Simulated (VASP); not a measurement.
## Na2IF: single point with PBE

The system is Na2IF.

```
F I Na
1.0
     1.99850    1.15383    6.21463
    -1.99850    1.15383    6.21463
     0.00000   -2.30767    6.21463
F I Na
1 1 2
Direct
  0.00000 0.00000 0.00000
  0.50000 0.50000 0.50000
  0.27390 0.27390 0.27390
  0.72610 0.72610 0.72610
```

This cell differs from its parent crystal: uniaxial z strain -3.1%.

```
Program             : VASP 6.6.1
Task                : single point
Functional          : PBE
Potentials or basis : VASP PAW PBE potentials, release 64 (F, I, Na_pv)
Cutoff              : 520 eV
k mesh              : 8 × 8 × 8
Occupations         : fermi-dirac, width 0.02 eV
Spin                : no spin polarisation
```

```yaml
Pressure: 1.8 GPa
Largest_force: 0.026 eV/Å
Band_gap_on_the_k_mesh: 2.09 eV
```

Forces in eV/Å, atoms in the order of the input:
```
F    0.000  0.000  0.000
I    0.000  0.000  0.000
Na   0.000  0.000 -0.026
Na   0.000  0.000  0.026
```

Stress tensor (GPa, compression positive):
```
1.46 0.00 0.00
0.00 1.46 0.00
0.00 0.00 2.38
```

Levels at points of the mesh, in eV from the valence-band top:
```
           k point  band 12  band 13  band 14  band 15  band 16  band 17
(0.00, 0.00, 0.00)    -1.94     0.00     0.00     2.09     5.75     8.48
(0.50, 0.00, 0.00)    -3.18    -1.88    -0.78     4.74     5.71     6.08
(0.50, 0.50, 0.00)    -2.74    -1.63    -0.76     4.31     5.41     6.10
(0.50, 0.50, 0.50)    -2.86    -0.01    -0.01     3.97     5.41     6.34
```

It took 2.2 min on 1 thread of AMD EPYC 9R45 96-Core Processor (Zen 5), with other jobs on the host, peak memory 0.37 GiB.

Caveat: the cell differs from its parent crystal (uniaxial z strain -3.1%); spin-orbit coupling is left out, which moves the levels of the heavy elements. A k mesh can miss the band edges.
